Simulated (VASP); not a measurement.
# NaF (Fm-3m) in VASP: single point with PBEsol

Aim: the single point of NaF with PBEsol.

Program: VASP 6.6.1. These are calculated values, not measurements. Logs are shortened: lines on timing, memory, paths and dates and some standing lists are left out, and cuts for length are marked.

## 1. The cell of the first run

The structure is cubic, space group Fm-3m (No. 225). The conventional cell has a = 4.629 Å, b = 4.629 Å, c = 4.629 Å, α = 90.00°, β = 90.00°, γ = 90.00°. Na (site symmetry m-3m) has 6 F at 2.31 Å within 3.1 Å. F (site symmetry m-3m) has 6 Na at 2.31 Å within 3.1 Å.

## 2. Single point, PBEsol

INCAR reads:

```
SYSTEM = NaF
  PREC = Accurate
  ENCUT = 520
  EDIFF = 1E-7
  ISMEAR = 0
  SIGMA = 0.02
  LREAL = .FALSE.
  LASPH = .TRUE.
  NELM = 100
  ALGO = Normal
  ISIF = 2
  LWAVE = .FALSE.
  LCHARG = .TRUE.
  GGA = PS
  LELF = .TRUE.
  LVHAR = .TRUE.
  NBANDS = 30
```

KPOINTS reads:

```
Automatic mesh
0
G
  8 8 8
  0 0 0
```

POSCAR reads:

```
NaF
1.0
    0.0000000000      2.3144026467     -2.3144026467
    4.6288052935      0.0000000000      0.0000000000
   -2.3144026467     -4.6288052935     -2.3144026467
Na F
3 3
Direct
    0.0000000000      0.0000000000      0.0000000000
    0.3333333333      0.3333333333      0.6666666667
    0.6666666667      0.6666666667      0.3333333333
    0.0000000000      0.5000000000      0.0000000000
    0.3333333333      0.8333333333      0.6666666667
    0.6666666667      0.1666666667      0.3333333333
```

Potentials or basis: VASP PAW PBE potentials, release 64 (Na_pv, F).

On the command line:

```bash
> cat potpaw_PBE.64/Na_pv/POTCAR potpaw_PBE.64/F/POTCAR > POTCAR
> mpirun -np 1 vasp_std > vasp.out
```

OUTCAR:

```text
SYSTEM = NaF
   PREC = Accurate
   ENCUT = 520
   EDIFF = 1E-7
   ISMEAR = 0
   LREAL = .FALSE.
   LASPH = .TRUE.
   NELM = 100
   ISIF = 2
   GGA = PS

 ion  position               nearest neighbor table
   1  0.000  0.000  0.000-   5 2.31   6 2.31   6 2.31   5 2.31   4 2.31   4 2.31
   2  0.333  0.333  0.667-   4 2.31   4 2.31   6 2.31   5 2.31   5 2.31   6 2.31
   3  0.667  0.667  0.333-   4 2.31   5 2.31   4 2.31   6 2.31   6 2.31   5 2.31
   4  0.000  0.500  0.000-   2 2.31   3 2.31   3 2.31   2 2.31   1 2.31   1 2.31
   5  0.333  0.833  0.667-   1 2.31   1 2.31   3 2.31   2 2.31   2 2.31   3 2.31
   6  0.667  0.167  0.333-   1 2.31   2 2.31   1 2.31   3 2.31   3 2.31   2 2.31

  LATTYP: Found a body centered orthorhombic cell.
 ALAT       =     3.2730596118
 B/A-ratio  =     1.4142135624
 C/A-ratio  =     3.0000000000

  Lattice vectors:

 A1 = (   2.3144026467,   4.6288052935,   2.3144026467)
 A2 = (  -2.3144026468,   2.3144026468,   4.6288052934)
 A3 = (   2.3144026468,  -4.6288052935,  -2.3144026467)

Analysis of symmetry for initial positions (statically):
=====================================================================
 Subroutine PRICEL returns following result:

  LATTYP: Found a face centered cubic cell.
 ALAT       =     4.6288052927

  Lattice vectors:

 A1 = (  -0.0000000007,   2.3144026460,  -2.3144026467)
 A2 = (   2.3144026465,   2.3144026465,   0.0000000000)
 A3 = (   2.3144026463,  -0.0000000005,  -2.3144026467)

   3 primitive cells build up your supercell.

 Routine SETGRP: Setting up the symmetry group for a
 body centered orthorhombic supercell.

 Subroutine GETGRP returns: Found  8 space group operations
 (whereof  8 operations were pure point group operations)
 out of a pool of  8 trial point group operations.

The static configuration has the point symmetry D_2h.

Analysis of symmetry for dynamics (positions and initial velocities):
=====================================================================
 Subroutine PRICEL returns following result:

  LATTYP: Found a face centered cubic cell.
 ALAT       =     4.6288052927

  Lattice vectors:

 A1 = (  -0.0000000007,   2.3144026460,  -2.3144026467)
 A2 = (   2.3144026465,   2.3144026465,   0.0000000000)
 A3 = (   2.3144026463,  -0.0000000005,  -2.3144026467)

   3 primitive cells build up your supercell.

 Routine SETGRP: Setting up the symmetry group for a
 body centered orthorhombic supercell.

 Subroutine GETGRP returns: Found  8 space group operations
 (whereof  8 operations were pure point group operations)
 out of a pool of  8 trial point group operations.

The dynamic configuration has the point symmetry D_2h.

 Subroutine INISYM returns: Found  8 space group operations
 (whereof  8 operations are pure point group operations),
 and found     3 'primitive' translations

----------------------------------------------------------------------------------------

                                     Primitive cell

  volume of cell :      24.7940

  direct lattice vectors                    reciprocal lattice vectors
    -0.000000001  2.314402646 -2.314402647    -0.216038467  0.216038467 -0.216038467
     2.314402647  2.314402647  0.000000000     0.216038467  0.216038467  0.216038467
     2.314402646 -0.000000000 -2.314402647     0.216038467 -0.216038467 -0.216038467

  length of vectors
     3.273059611  3.273059611  3.273059611     0.374189601  0.374189601  0.374189601

  position of ions in fractional coordinates (direct lattice)
     0.000000000  0.000000000  0.000000000
     0.500000000  0.500000000  0.500000000

  ion indices of the primitive-cell ions
   primitive index   ion index
                 1           1
                 2           6

----------------------------------------------------------------------------------------

 KPOINTS: Automatic mesh

Automatic generation of k-mesh.
 Grid dimensions read from file:
 generate k-points for:    8    8    8

 Generating k-lattice:

  Cartesian coordinates                     Fractional coordinates (reciprocal lattice)
     0.000000000  0.018003206 -0.036006411     0.125000000  0.000000000 -0.000000000
     0.027004808 -0.009001603 -0.009001603     0.000000000  0.125000000 -0.000000000
     0.000000000 -0.018003206 -0.018003206     0.000000000  0.000000000  0.125000000

  Length of vectors
     0.040256392  0.029854939  0.025460378

  Shift w.r.t. Gamma in fractional coordinates (k-lattice)
     0.000000000  0.000000000  0.000000000

 Subroutine IBZKPT returns following result:
 ===========================================

 Found     95 irreducible k-points:

 Following reciprocal coordinates:
            Coordinates               Weight
  0.000000  0.000000  0.000000      1.000000
  0.125000  0.000000 -0.000000      4.000000
  0.250000  0.000000 -0.000000      4.000000
  0.375000  0.000000 -0.000000      4.000000
  0.500000  0.000000 -0.000000      2.000000
  0.000000  0.125000 -0.000000      4.000000
[... 16 lines left out ...]
  0.125000  0.375000 -0.000000      8.000000
  0.250000  0.375000 -0.000000      8.000000
 [... further k-points ...]
   k-points           NKPTS =     95   k-points in BZ     NKDIM =     95   number of bands    NBANDS=     30
   number of dos      NEDOS =    301   number of ions     NIONS =      6
   total plane-waves  NPLWV =  36288
   dimension x,y,z NGX =    24 NGY =   36 NGZ =   42
   dimension x,y,z NGXF=    48 NGYF=   72 NGZF=   84
   ions per type =               3   3
   NGX,Y,Z   is equivalent  to a cutoff of  12.19, 12.93, 12.32 a.u.
   NGXF,Y,Z  is equivalent  to a cutoff of  24.38, 25.86, 24.63 a.u.
 SYSTEM =  NaF
   PREC   = accura    normal or accurate (medium, high low for compatibility)
   ISTART =      0    job   : 0-new  1-cont  2-samecut
   ICHARG =      2    charge: 1-file 2-atom 10-const
   ISPIN  =      1    spin polarized calculation?
   LNONCOLLINEAR =      F non collinear calculations
   LSORBIT =      F    spin-orbit coupling
   LASPH  =      T    aspherical Exc in radial PAW
   ENCUT  =  520.0 eV  38.22 Ry    6.18 a.u.   6.09  8.61 10.54*2*pi/ulx,y,z
   NELM   =    100;   NELMIN=  2; NELMDL= -5     # of ELM steps
   EDIFF  = 0.1E-06   stopping-criterion for ELM
   LREAL  =      F    real-space projection
   EDIFFG = 0.1E-05   stopping-criterion for IOM
   NSW    =      0    number of steps for IOM
   IBRION =     -1    ionic relax: 0-MD 1-quasi-New 2-CG
   NFREE  =      0    steps in history (QN), initial steepest desc. (CG)
   ISIF   =      2    stress and relaxation
   ISYM   =      2    0-nonsym 1-usesym 2-fastsym
   POTIM  = 0.5000    time-step for ionic-motion
   TEBEG  =    0.0;   TEEND  =   0.0 temperature during run
   PSTRESS=    0.0 pullay stress
   NELECT =      42.0000    total number of electrons
   NUPDOWN=      -1.0000    fix difference up-down
   EMIN   =  10.00;   EMAX   =-10.00  energy-range for DOS
   EFERMI =   0.00;   METHOD = LEGACY
   ISMEAR =     0;   SIGMA  =   0.02  broadening in eV -4-tet -1-fermi 0-gaus
   EFERMI_NEDOS =   21; number of points for ismear=-14 and -15
   IALGO  =     38    algorithm
   IMIX   =      4    mixing-type and parameters
     AMIX     =   0.40;   BMIX     =  1.00
     AMIX_MAG =   1.60;   BMIX_MAG =  1.00
  volume/ion in A,a.u.               =      12.40        83.66
  Fermi-wavevector in a.u.,A,eV,Ry     =   1.353117  2.557020 24.911245  1.830925
  Thomas-Fermi vector in A             =   2.480399
   LORBIT       =      0    0 simple, 1 ext, 2 COOP (PROOUT), +10 PAW based schemes
   GGA     = PS    functional components
   LHFCALC =     F    Hartree Fock is set to
   AEXX    =    0.0000 exact exchange contribution
   IVDW    =     0    specifies the selected vdW correction
   LEPSILON=     F    determine dielectric tensor
   LRPA    =     F    only Hartree local field effects (RPA)
 non-spin polarized calculation
 Gauss-broadening in eV      SIGMA  =   0.02
  energy-cutoff  :      520.00
  volume of cell :       74.38
 maximum number of plane-waves:      2032
   NGX = 13   NGY = 17   NGZ = 21

 number of electron      42.0000017 magnetization

 Free energy of the ion-electron system (eV)
  ---------------------------------------------------
  ext. energy  EPLUGINS =         0.00000000
  ---------------------------------------------------
  free energy    TOTEN  =       -26.30644632 eV

  energy without entropy =      -26.30644632  energy(sigma->0) =      -26.30644632

 E-fermi :  -2.0344     XC(G=0):  -9.3505

 val. band max:       -2.1617720191   @ k =   0.0000   0.0000   0.0000
 cond. band min:       4.0167035188   @ k =   0.0000   0.0000   0.0000
 fundamental gap:      6.1784755378
 Fermi energy:        -2.0343965169

 k-point     1 :       0.0000    0.0000    0.0000
  band No.  band energies     occupation
      1     -21.5606      2.00000
      2     -21.5606      2.00000
      3     -21.2242      2.00000
      4     -21.0243      2.00000
      5     -21.0243      2.00000
      6     -20.9520      2.00000
[... 22 lines left out ...]
     29      16.7048      0.00000
     30      16.7048      0.00000

 k-point     2 :       0.1250    0.0000   -0.0000
  band No.  band energies     occupation
      1     -21.5610      2.00000
      2     -21.4833      2.00000
      3     -21.3687      2.00000
      4     -21.0287      2.00000
      5     -21.0113      2.00000
      6     -20.9805      2.00000
[... 22 lines left out ...]
     29      15.3044      0.00000
     30      15.6302      0.00000

 k-point     3 :       0.2500    0.0000   -0.0000
  band No.  band energies     occupation
      1     -21.5356      2.00000
      2     -21.4540      2.00000
      3     -21.4251      2.00000
      4     -21.0222      2.00000
      5     -21.0222      2.00000
      6     -21.0019      2.00000
[... 682 lines left out ...]
     29      16.3519      0.00000
     30      16.3983      0.00000

 k-point    24 :       0.2500    0.3750   -0.0000
  band No.  band energies     occupation
      1     -21.6673      2.00000
      2     -21.6514      2.00000
      3     -21.6455      2.00000
      4     -20.9759      2.00000
      5     -20.9751      2.00000
      6     -20.9659      2.00000
[... 22 lines left out ...]
     29      15.1835      0.00000
     30      15.7137      0.00000

 [... further k-points ...]

------------------------ aborting loop because EDIFF is reached ----------------------------------------

  FORCE on cell =-STRESS in cart. coord.  units (eV):
  Direction    XX          YY          ZZ          XY          YZ          ZX
  --------------------------------------------------------------------------------------
  -------------------------------------------------------------------------------------
  Total       -0.0099993     -0.0096245     -0.0096245      0.0000000     -0.0001983      0.0000000
  in kB       -0.2153841     -0.2073096     -0.2073096      0.0000000     -0.0042716      0.0000000
  external PRESSURE =      -0.2100011 kB  Pullay stress =       0.0000000 kB

 VOLUME and BASIS-vectors are now :
 -----------------------------------------------------------------------------
  energy-cutoff  :      520.00
  volume of cell :       74.38
      direct lattice vectors                 reciprocal lattice vectors
     0.000000000  2.314402647 -2.314402647     0.000000000  0.144025645 -0.288051289
     4.628805294  0.000000000  0.000000000     0.216038467 -0.072012822 -0.072012822
    -2.314402647 -4.628805294 -2.314402647     0.000000000 -0.144025645 -0.144025645

 POSITION                                       TOTAL-FORCE (eV/Angst)
 -----------------------------------------------------------------------------------
      0.00000      0.00000      0.00000         0.000000     -0.000000      0.000000
     -0.00000     -2.31440     -2.31440         0.000000      0.000000     -0.000000
      2.31440      0.00000     -2.31440         0.000000     -0.000000      0.000000
      2.31440      0.00000      0.00000        -0.000000      0.000000      0.000000
      2.31440     -2.31440     -2.31440        -0.000000      0.000000     -0.000000
      0.00000      0.00000     -2.31440         0.000000     -0.000000      0.000000
 -----------------------------------------------------------------------------------
    total drift:                               -0.000000     -0.000000     -0.000000

  FREE ENERGIE OF THE ION-ELECTRON SYSTEM (eV)
  ---------------------------------------------------
  free  energy   TOTEN  =       -26.3064463178 eV

  energy  without entropy=      -26.3064463178  energy(sigma->0) =      -26.30644632
```

Run time: 2.7 min. Hardware: 1 thread of Intel Xeon Platinum 8375C at 2.90GHz (Ice Lake), shared host; peak memory 0.27 GiB.

Results:

| Property | Result |
| --- | --- |
| Free energy | -26.3064 eV |
| Pressure | 0.0 GPa |
| Band gap on the k mesh | 6.18 eV |

Caveat: the PAW data sets were made with another functional, which shifts forces and pressure a little. A k mesh can miss the band edges.
